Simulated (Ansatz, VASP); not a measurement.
# Cu: VASP beside Ansatz

```
Cu
1.0
     2.56645    0.00000    0.00000
     0.00000    3.62951    0.00000
     0.00000    0.00000   18.56650
Cu
3
Cartesian
  0.0000 0.0000 8.0000
  1.2832 1.8148 9.2833
  0.0000 0.0000 10.5665
```

Alike in both runs: task single point; functional PBE; k mesh 16 × 11 × 1; occupations fermi-dirac, width 0.05 eV; no spin polarisation.

```csv
,VASP,Ansatz
version,VASP 6.6.1,Ansatz 0.2.0
potentials or method,"VASP PAW PBE potentials, release 64 (Cu), cutoff 520 eV","all-electron LAPW, scalar-relativistic"
```

VASP gave:

| Property | Result |
| --- | --- |
| rms of the force components (eV/Å) | 0.197 |

Question: Which values does Ansatz return?

Answer: rms of the force components (eV/Å): 0.210.

Atom by atom the forces differ by 0.013 eV/Å (rms over components). Ansatz ran all-electron here, and VASP with PAW potentials.
